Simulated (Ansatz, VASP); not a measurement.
**CuH2 in VASP and in Ansatz**

```
Cu H
1.0
     3.26535    0.00000    0.00000
     0.00000    3.26535    0.00000
     0.00000    0.00000    4.83641
Cu H
2 4
Direct
  0.00000 0.00000 0.75000
  0.00000 0.00000 0.25000
  0.24137 0.24137 0.00000
  0.75863 0.75863 0.00000
  0.24137 0.75863 0.50000
  0.75863 0.24137 0.50000
```

Alike in both runs: functional PBE; k mesh 6 × 6 × 4; occupations gaussian, width 0.1 eV; no spin polarisation.

Ansatz relaxed the structure, and its values are those at the end. VASP's run is a single point on that final structure, the one shown.

|  | VASP | Ansatz |
| --- | --- | --- |
| version | VASP 6.6.1 | Ansatz 0.2.0 |
| potentials or method | VASP PAW PBE potentials, release 64 (Cu, H), cutoff 520 eV | scalar-relativistic, plane waves, PAW |
| valence electrons in the cell | 26 | 42 |

|  | VASP | Ansatz | Ansatz less VASP |
| --- | --- | --- | --- |
| gap on the k mesh at the Fermi level (eV) | none | none | - |
| pressure (GPa) | 0.1 | -0.1 | -0.18 |
| rms of the force components (eV/Å) | 0.001 | 0.012 | +0.0114 |

A gap of «none» marks a metal or a gap that the smearing closes. VASP's potentials hold 26 valence electrons a cell and Ansatz's 42, so a difference there can come from the potentials and not from the codes.
